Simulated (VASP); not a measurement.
HfH2, 3 atoms in the cell. It takes space group I4/mmm (No. 139, tetragonal). Conventional cell: a = 3.391 Å, b = 3.391 Å, c = 4.203 Å, α = 90.00°, β = 90.00°, γ = 90.00°. Within 2.6 Å of Hf (site symmetry 4/mmm) lie 8 H at 1.99 Å. H (site symmetry -4m2) has 4 Hf at 1.99 Å and 6 H at 2.10 to 2.40 Å within 2.6 Å.  This cell differs from its parent crystal: volume scaled by 0.9405.

- Program: VASP 6.6.1
- Task: electric field gradients
- Functional: LDA
- Potentials or basis: VASP PAW LDA potentials, release 64 (Hf_pv, H)
- Cutoff: 520 eV
- k mesh: 15 × 15 × 15
- Occupations: fermi-dirac, width 0.03 eV
- Spin: no spin polarisation
- Dipole correction: no
- Further INCAR settings: ALGO = Normal; EDIFF = 1e-08; NBANDS = 13

Potentials or basis: VASP PAW LDA potentials, release 64 (Hf_pv, H).

Run with:

```bash
$ cat potpaw_LDA.64/Hf_pv/POTCAR potpaw_LDA.64/H/POTCAR > POTCAR
$ mpirun -np 1 vasp_std > vasp.out
```

Hardware: 1 thread of Intel(R) Xeon(R) Platinum 8375C CPU @ 2.90GHz (Ice Lake) (shared host).

Q: Estimate the wall time of this run.

A: Wall time 51 s on 1 thread of Intel(R) Xeon(R) Platinum 8375C CPU @ 2.90GHz (Ice Lake), with other jobs on the host, peak memory 0.21 GiB. Counts: scf iterations 14, k points 288.
